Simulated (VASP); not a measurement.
The system is Nb.

```
Nb
1.0
     2.71964    0.00000    0.00000
     0.00000    2.71964    0.00000
     0.00000    0.00000    2.71964
Nb
1
Direct
  0.50000 0.50000 0.50000
```

This isn't the form of Nb at room conditions, which is bcc.

```yaml
Program: VASP 6.6.1
Task: relaxation of cell and atoms
Functional: B3LYP
Potentials_or_basis: VASP PAW PBE potentials, release 64 (Nb_sv)
Cutoff: 600 eV
k_mesh: 5 × 5 × 5
Occupations: fermi-dirac, width 0.05 eV
Spin: no spin polarisation
```

At the start: pressure 7.0 GPa; volume 20.12 Å³/atom.

Q: Where does the relaxation end?

A: Over 4 steps the energy falls by 22.7 meV/atom and the volume is 21.21 Å³/atom (+5.4 %); space group Pm-3m (No. 221, to 0.1 Å) before and after.

The path:
```csv
step,energy change (eV),largest force (eV/Å),pressure (GPa),volume (Å³)
1,0.0000,0.0000,6.95,20.12
2,0.0142,0.0000,-7.12,22.77
3,-0.0227,0.0000,-0.13,21.23
4,-0.0227,0.0000,0.00,21.21
```

Final structure:
```
Nb
1.0
     2.76788    0.00000    0.00000
     0.00000    2.76788    0.00000
     0.00000    0.00000    2.76788
Nb
1
Direct
  0.50000 0.50000 0.50000
```

Caveat: the k points lie up to 0.45 Å⁻¹ apart in the final cell, too coarse for converged energies and pressures of a metal; the PAW data sets were made with another functional, which shifts forces and pressure a little.
